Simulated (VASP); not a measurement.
Write the native input for VASP 6.6.1 that does the following.

```
Task                      : relaxation of the atoms
Functional                : PBEsol
Potentials or basis       : VASP PAW PBE potentials, release 64 (Ag, C, H)
Cutoff                    : 520 eV
k mesh                    : 10 × 10 × 1
Occupations               : gaussian, width 0.1 eV
Spin                      : no spin polarisation
Dipole correction         : yes
Atoms held fixed (from 0) : [0, 1]
Further INCAR settings    : ALGO = Normal; EDIFF = 1e-06; IBRION = 2; EDIFFG = -0.03; NSW = 90
```

The structure of Ag4HC lies in POSCAR:

```
Ag4HC
1.0
    2.8669036820      0.0000000000      0.0000000000
    0.0000000000      2.8669036820      0.0000000000
    0.0000000000      0.0000000000     26.1816211037
Ag C H
4 1 1
Selective dynamics
Direct
    0.5000000000      0.5000000000      0.3246552216  F F F
    0.0000000000      0.0000000000      0.4020838509  F F F
    0.5000000000      0.5000000000      0.4797748769  T T T
    0.0000000000      0.0000000000      0.5555565503  T T T
    0.0000000000      0.0000000000      0.6403488552  T T T
    0.0000000000      0.0000000000      0.6823630603  T T T
```

These files were run (other wordings do the same):

INCAR

```
SYSTEM = Ag4HC
PREC     = Accurate       ! precision mode
ENCUT    = 520            ! plane-wave cutoff, eV
EDIFF    = 1E-6           ! SCF threshold, eV
ISMEAR   = 0              ! smearing method
SIGMA    = 0.1            ! smearing width, eV
LREAL    = .FALSE.        ! projectors in reciprocal space
LASPH    = .TRUE.         ! aspherical terms in the spheres
NELM     = 100            ! most SCF steps
ALGO     = Normal         ! electronic algorithm
ISIF     = 2              ! what is computed and relaxed
LWAVE    = .FALSE.        ! write WAVECAR
LCHARG   = .FALSE.        ! write CHGCAR
LDIPOL   = .TRUE.       
IDIPOL   = 3            
DIPOL    = 0.5 0.5 0.514
GGA      = PS             ! functional
IBRION   = 2              ! ionic algorithm
NSW      = 90             ! ionic steps
EDIFFG   = -0.03          ! ionic threshold
```

KPOINTS

```
regular mesh
0
G
  10 10 1
  0 0 0
```

Potentials or basis: VASP PAW PBE potentials, release 64 (Ag, C, H).

Run with:

```sh
$ cat potpaw_PBE.64/Ag/POTCAR potpaw_PBE.64/C/POTCAR potpaw_PBE.64/H/POTCAR > POTCAR
$ mpirun -np 1 vasp_std > vasp.out
```

It gave:

- Energy gained by relaxing: 27.5 meV/atom
- Ionic steps: 23
- Band gap on the k mesh: zero (an odd number of electrons rules out a gap without spin polarisation)

Run time: 22 min on 1 thread of Intel(R) Xeon(R) Platinum 8488C (Sapphire Rapids) (shared host), peak memory 0.4 GiB.
